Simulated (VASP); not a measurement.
Crystal: Sb.

```
Sb
1.0
     0.00000    2.30500    2.30500
     2.30500    0.00000    2.30500
     2.30500    2.30500    0.00000
Sb
1
Cartesian
  0.0000 0.0000 0.0000
```

Base run:

- Program: VASP 6.6.1
- Functional: PBE
- Potentials or basis: VASP PAW PBE potentials, release 64 (Sb)
- Cutoff: 520 eV
- k mesh: 12 × 12 × 12
- Occupations: fermi-dirac, width 0.05 eV
- Spin: no spin polarisation

Its results: pressure 8.6 GPa.

Problem. After a change of settings the same cell gave: pressure 4.0 GPa. Which change was it?
A. further incar settings from ALGO = Normal; EDIFF = 1e-08; NBANDS = 8 to ALGO = Normal; EDIFF = 1e-06; NBANDS = 8
B. spin from no spin polarisation to non-collinear spin, zero start, spin-orbit coupling; further incar settings from ALGO = Normal; EDIFF = 1e-08; NBANDS = 8 to ALGO = Normal; EDIFF = 1e-08; NBANDS = 16
C. functional from PBE to LDA; potentials or basis from VASP PAW PBE potentials, release 64 (Sb) to VASP PAW LDA potentials, release 64 (Sb)
D. spin from no spin polarisation to non-collinear spin, zero start, spin-orbit coupling; further incar settings from ALGO = Normal; EDIFF = 1e-08; NBANDS = 8 to ALGO = Normal; EDIFF = 1e-06; NBANDS = 16

Solution. C.
